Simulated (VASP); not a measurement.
# Os (Fm-3m) in VASP: a series of runs

Os is run at these levels: PBE; tasks: single point.

All numbers are computed with VASP 6.6.1; they aren't measurements. Logs are shortened: lines on timing, memory, paths and dates and some standing lists are left out, and cuts for length are marked.

### Step 1. The cell of the first run

Symmetry: Fm-3m, No. 225, cubic system. Conventional cell: a = 3.857 Å, b = 3.857 Å, c = 3.857 Å, α = 90.00°, β = 90.00°, γ = 90.00°. Within 3.6 Å of Os (site symmetry m-3m) lie 12 Os at 2.73 Å.

This isn't the form of Os at room conditions, which is hcp.

### Step 2. Single point, PBE, non-collinear spin, zero start, spin-orbit coupling

INCAR

```
SYSTEM = Os
ALGO     = Normal         ! electronic algorithm
EDIFF    = 1E-6           ! SCF threshold, eV
ENCUT    = 520            ! plane-wave cutoff, eV
GGA      = PE             ! functional
GGA_COMPAT= .False.      
ISIF     = 2              ! what is computed and relaxed
ISMEAR   = -1             ! smearing method
LASPH    = .True.         ! aspherical terms in the spheres
LCHARG   = .False.        ! write CHGCAR
LMAXMIX  = 4              ! l up to which the mixer works
LNONCOLLINEAR= .True.         ! non-collinear magnetism
LORBIT   = 11             ! projections on sites
LORBMOM  = .True.       
LREAL    = .False.        ! projectors in reciprocal space
LSORBIT  = .True.         ! spin-orbit coupling
LWAVE    = .False.        ! write WAVECAR
MAGMOM   = 0 0 0          ! initial moments
NBANDS   = 19             ! bands
NELM     = 150            ! most SCF steps
PREC     = Accurate       ! precision mode
SIGMA    = 0.05           ! smearing width, eV
```

KPOINTS

```
k-points
0
Gamma
  18 18 18
  0 0 0
```

POSCAR

```
Os
1.0
    0.0000000000      1.9287358341      1.9287358341
    1.9287358341      0.0000000000      1.9287358341
    1.9287358341      1.9287358341      0.0000000000
Os
1
Direct
    0.0000000000      0.0000000000      0.0000000000
```

Potentials or basis: VASP PAW PBE potentials, release 64 (Os).

On the command line:

```bash
> cat potpaw_PBE.64/Os/POTCAR > POTCAR
> mpirun -np 1 vasp_ncl > vasp.out
```

OUTCAR:

```text
SYSTEM = Os
   EDIFF = 1E-6
   ENCUT = 520
   GGA = PE
   ISIF = 2
   ISMEAR = -1
   LASPH = .True.
   LNONCOLLINEAR = .True.
   LORBIT = 11
   LREAL = .False.
   LSORBIT = .True.
   NELM = 150
   PREC = Accurate

 ion  position               nearest neighbor table
   1  0.000  0.000  0.000-

  LATTYP: Found a face centered cubic cell.
 ALAT       =     3.8574716682

  Lattice vectors:

 A1 = (   0.0000000000,   1.9287358341,   1.9287358341)
 A2 = (   1.9287358341,   0.0000000000,   1.9287358341)
 A3 = (   1.9287358341,   1.9287358341,   0.0000000000)

Analysis of symmetry for initial positions (statically):
=====================================================================
 Subroutine PRICEL returns:
 Original cell was already a primitive cell.

 Routine SETGRP: Setting up the symmetry group for a
 face centered cubic supercell.

 Subroutine GETGRP returns: Found 48 space group operations
 (whereof 48 operations were pure point group operations)
 out of a pool of 48 trial point group operations.

The static configuration has the point symmetry O_h .

Analysis of symmetry for dynamics (positions and initial velocities):
=====================================================================
 Subroutine PRICEL returns:
 Original cell was already a primitive cell.

 Routine SETGRP: Setting up the symmetry group for a
 face centered cubic supercell.

 Subroutine GETGRP returns: Found 48 space group operations
 (whereof 48 operations were pure point group operations)
 out of a pool of 48 trial point group operations.

The dynamic configuration has the point symmetry O_h .

Analysis of structural, dynamic, and magnetic symmetry:
=====================================================================
 Subroutine PRICEL returns:
 Original cell was already a primitive cell.

 Routine SETGRP: Setting up the symmetry group for a
 face centered cubic supercell.

 Subroutine GETGRP returns: Found 48 space group operations
 (whereof 48 operations were pure point group operations)
 out of a pool of 48 trial point group operations.

The overall configuration has the point symmetry O_h .

 Subroutine INISYM returns: Found 48 space group operations
 (whereof 48 operations are pure point group operations),
 and found     1 'primitive' translations

----------------------------------------------------------------------------------------

                                     Primitive cell

  volume of cell :      14.3499

  direct lattice vectors                    reciprocal lattice vectors
     0.000000000  1.928735834  1.928735834    -0.259237160  0.259237160  0.259237160
     1.928735834  0.000000000  1.928735834     0.259237160 -0.259237160  0.259237160
     1.928735834  1.928735834  0.000000000     0.259237160  0.259237160 -0.259237160

  length of vectors
     2.727644375  2.727644375  2.727644375     0.449011932  0.449011932  0.449011932

  position of ions in fractional coordinates (direct lattice)
     0.000000000  0.000000000  0.000000000

  ion indices of the primitive-cell ions
   primitive index   ion index
                 1           1

----------------------------------------------------------------------------------------

 KPOINTS: k-points

Automatic generation of k-mesh.
 Grid dimensions read from file:
 generate k-points for:   18   18   18

 Generating k-lattice:

  Cartesian coordinates                     Fractional coordinates (reciprocal lattice)
    -0.014402064  0.014402064  0.014402064     0.055555556  0.000000000  0.000000000
     0.014402064 -0.014402064  0.014402064     0.000000000  0.055555556  0.000000000
     0.014402064  0.014402064 -0.014402064     0.000000000  0.000000000  0.055555556

  Length of vectors
     0.024945107  0.024945107  0.024945107

  Shift w.r.t. Gamma in fractional coordinates (k-lattice)
     0.000000000  0.000000000  0.000000000

 Subroutine IBZKPT returns following result:
 ===========================================

[... 46 lines left out ...]
   NELM   =    150;   NELMIN=  2; NELMDL= -5     # of ELM steps
   EDIFF  = 0.1E-05   stopping-criterion for ELM
   LREAL  =      F    real-space projection
   EDIFFG = 0.1E-04   stopping-criterion for IOM
   NSW    =      0    number of steps for IOM
   IBRION =     -1    ionic relax: 0-MD 1-quasi-New 2-CG
   NFREE  =      0    steps in history (QN), initial steepest desc. (CG)
   ISIF   =      2    stress and relaxation
   ISYM   =      2    0-nonsym 1-usesym 2-fastsym
   POTIM  = 0.5000    time-step for ionic-motion
   TEBEG  =    0.0;   TEEND  =   0.0 temperature during run
   PSTRESS=    0.0 pullay stress
   NELECT =       8.0000    total number of electrons
   NUPDOWN=      -1.0000    fix difference up-down
   EMIN   =  10.00;   EMAX   =-10.00  energy-range for DOS
   EFERMI =   0.00;   METHOD = LEGACY
   ISMEAR =    -1;   SIGMA  =   0.05  broadening in eV -4-tet -1-fermi 0-gaus
   EFERMI_NEDOS =   21; number of points for ismear=-14 and -15
   IALGO  =     38    algorithm
   IMIX   =      4    mixing-type and parameters
     AMIX     =   0.40;   BMIX     =  1.00
     AMIX_MAG =   1.60;   BMIX_MAG =  1.00
  volume/ion in A,a.u.               =      14.35        96.84
  Fermi-wavevector in a.u.,A,eV,Ry     =   1.347376  2.546171 24.700310  1.815422
  Thomas-Fermi vector in A             =   2.475131
   LORBIT       =     11    0 simple, 1 ext, 2 COOP (PROOUT), +10 PAW based schemes
   GGA     = PE    functional components
   LHFCALC =     F    Hartree Fock is set to
   AEXX    =    0.0000 exact exchange contribution
   IVDW    =     0    specifies the selected vdW correction
   LEPSILON=     F    determine dielectric tensor
   LRPA    =     F    only Hartree local field effects (RPA)
  energy-cutoff  :      520.00
  volume of cell :       14.35
 maximum number of plane-waves:       794
   NGX = 11   NGY = 11   NGZ = 11

 number of electron       8.0000000 magnetization       0.0000000      0.0000000      0.0000000

 number of electron       8.0000000 magnetization       0.0000000      0.0000000     -0.0000000

 number of electron       8.0000000 magnetization      -0.0000000     -0.0000000      0.0000000

 Free energy of the ion-electron system (eV)
  ---------------------------------------------------
  ext. energy  EPLUGINS =         0.00000000
  ---------------------------------------------------
  free energy    TOTEN  =       -11.45487609 eV

  energy without entropy =      -11.44866468  energy(sigma->0) =      -11.45177038

 E-fermi :   8.9751     XC(G=0): -13.9080

 val. band max:        8.9634644562   @ k =   0.3333   0.2778   0.0556
 cond. band min:       9.0039872170   @ k =   0.3333   0.2778   0.0000
 fundamental gap:      0.0405227608
 Fermi energy:         8.9750996357

 k-point     1 :       0.0000    0.0000    0.0000
  band No.  band energies     occupation
      1      -1.6244      1.00000
      2      -1.6244      1.00000
      3       5.7895      1.00000
      4       5.7895      1.00000
      5       5.7895      1.00000
      6       5.7895      1.00000
[... 505 lines left out ...]
      6       6.1359      1.00000
[... 11 lines left out ...]
     18      31.2524      0.00000
     19      32.7490      0.00000

 [... further k-points ...]

------------------------ aborting loop because EDIFF is reached ----------------------------------------

  FORCE on cell =-STRESS in cart. coord.  units (eV):
  Direction    XX          YY          ZZ          XY          YZ          ZX
  --------------------------------------------------------------------------------------
  -------------------------------------------------------------------------------------
  Total       -0.0084518     -0.0084518     -0.0084518      0.0000000      0.0000000      0.0000000
  in kB       -0.9436496     -0.9436496     -0.9436496      0.0000000      0.0000000      0.0000000
  external PRESSURE =      -0.9436496 kB  Pullay stress =       0.0000000 kB

 VOLUME and BASIS-vectors are now :
 -----------------------------------------------------------------------------
  energy-cutoff  :      520.00
  volume of cell :       14.35
      direct lattice vectors                 reciprocal lattice vectors
     0.000000000  1.928735834  1.928735834    -0.259237160  0.259237160  0.259237160
     1.928735834  0.000000000  1.928735834     0.259237160 -0.259237160  0.259237160
     1.928735834  1.928735834  0.000000000     0.259237160  0.259237160 -0.259237160

 POSITION                                       TOTAL-FORCE (eV/Angst)
 -----------------------------------------------------------------------------------
      0.00000      0.00000      0.00000         0.000000      0.000000      0.000000
 -----------------------------------------------------------------------------------
    total drift:                                0.000000     -0.000000      0.000000

  FREE ENERGIE OF THE ION-ELECTRON SYSTEM (eV)
  ---------------------------------------------------
  free  energy   TOTEN  =       -11.4548760873 eV

  energy  without entropy=      -11.4486646817  energy(sigma->0) =      -11.45177038

 orbital moment (x)

 # of ion     p       d       tot
 ----------------------------------------
  1        -0.000   0.000   0.000
 ----------------------------------------
           -0.000   0.000   0.000

 orbital moment (y)

 # of ion     p       d       tot
 ----------------------------------------
  1         0.000   0.000   0.000
 ----------------------------------------
            0.000   0.000   0.000

 orbital moment (z)

 # of ion     p       d       tot
 ----------------------------------------
  1         0.000   0.000   0.000
 ----------------------------------------
            0.000   0.000   0.000

 Spin-Orbit-Coupling matrix elements

 Ion:    1  E_soc:     -0.6812522
 l=   1
     0.0000000    -0.0427516    -0.0427516
    -0.0427516     0.0000000    -0.0427516
    -0.0427516    -0.0427516     0.0000000
 l=   2
     0.0000000    -0.0127753     0.0000000    -0.0127753    -0.0580152
    -0.0127753     0.0000000    -0.0435114    -0.0127753    -0.0145038
     0.0000000    -0.0435114     0.0000000    -0.0435114     0.0000000
    -0.0127753    -0.0127753    -0.0435114     0.0000000    -0.0145038
    -0.0580152    -0.0145038     0.0000000    -0.0145038     0.0000000
 l=   3
     0.0000000     0.0000000     0.0000000     0.0000000     0.0000000     0.0000000     0.0000000
     0.0000000     0.0000000     0.0000000     0.0000000     0.0000000     0.0000000     0.0000000
     0.0000000     0.0000000     0.0000000     0.0000000     0.0000000     0.0000000     0.0000000
     0.0000000     0.0000000     0.0000000     0.0000000     0.0000000     0.0000000     0.0000000
     0.0000000     0.0000000     0.0000000     0.0000000     0.0000000     0.0000000     0.0000000
     0.0000000     0.0000000     0.0000000     0.0000000     0.0000000     0.0000000     0.0000000
     0.0000000     0.0000000     0.0000000     0.0000000     0.0000000     0.0000000     0.0000000

 total charge

# of ion       s       p       d       tot
------------------------------------------
    1        0.655   0.754   5.976   7.384

 magnetization (x)

# of ion       s       p       d       tot
------------------------------------------
    1       -0.000   0.000  -0.000  -0.000

 magnetization (y)

# of ion       s       p       d       tot
------------------------------------------
    1       -0.000   0.000  -0.000  -0.000

 magnetization (z)

# of ion       s       p       d       tot
------------------------------------------
    1       -0.000   0.000   0.000  -0.000
```

Wall time 2.6 min (1 thread of Intel Xeon 8259CL, shared host); peak memory 0.22 GiB.

What came out:

```yaml
Free_energy: -11.4549 eV
Pressure: -0.1 GPa
Net_moment: 0.00 μB per cell
Valence_electrons_inside_the_program's_atomic_spheres: Os 7.38
```

Moments on the atoms (μB; x, y, z):
```
Os  0.00 0.00 0.00
```

### Step 3. Single point, PBE, non-collinear spin, zero start, spin-orbit coupling

INCAR

```
PREC     = Accurate       # precision mode
ENCUT    = 520            # plane-wave cutoff, eV
EDIFF    = 1E-7           # SCF threshold, eV
ISMEAR   = -1             # smearing method
SIGMA    = 0.05           # smearing width, eV
LREAL    = False          # projectors in reciprocal space
LASPH    = True           # aspherical terms in the spheres
NELM     = 150            # most SCF steps
ALGO     = Normal         # electronic algorithm
ISIF     = 2              # what is computed and relaxed
LWAVE    = False          # write WAVECAR
LCHARG   = False          # write CHGCAR
MAGMOM   = 0 0 0          # initial moments
LORBIT   = 11             # projections on sites
LSORBIT  = True           # spin-orbit coupling
GGA_COMPAT= False        
LORBMOM  = True         
LMAXMIX  = 4              # l up to which the mixer works
GGA      = PE             # functional
NBANDS   = 19             # bands
```

KPOINTS

```
Automatic mesh
0
Gamma
  18 18 18
```

POSCAR is that of step 2.

Potentials or basis: VASP PAW PBE potentials, release 64 (Os).

On the command line:

```bash
> cat potpaw_PBE.64/Os/POTCAR > POTCAR
> mpirun -np 1 vasp_ncl > vasp.out
```

Wall time 2.9 min (1 thread of Intel Xeon 8259CL, shared host); peak memory 0.22 GiB.

Results (log left out):

| Property | Result |
| --- | --- |
| Free energy | -11.4549 eV |
| Pressure | -0.1 GPa |
| Net moment | 0.00 μB per cell |
| Valence electrons inside the program's atomic spheres | Os 7.38 |

Moments on the atoms (μB; x, y, z):
```
Os  0.00 0.00 0.00
```
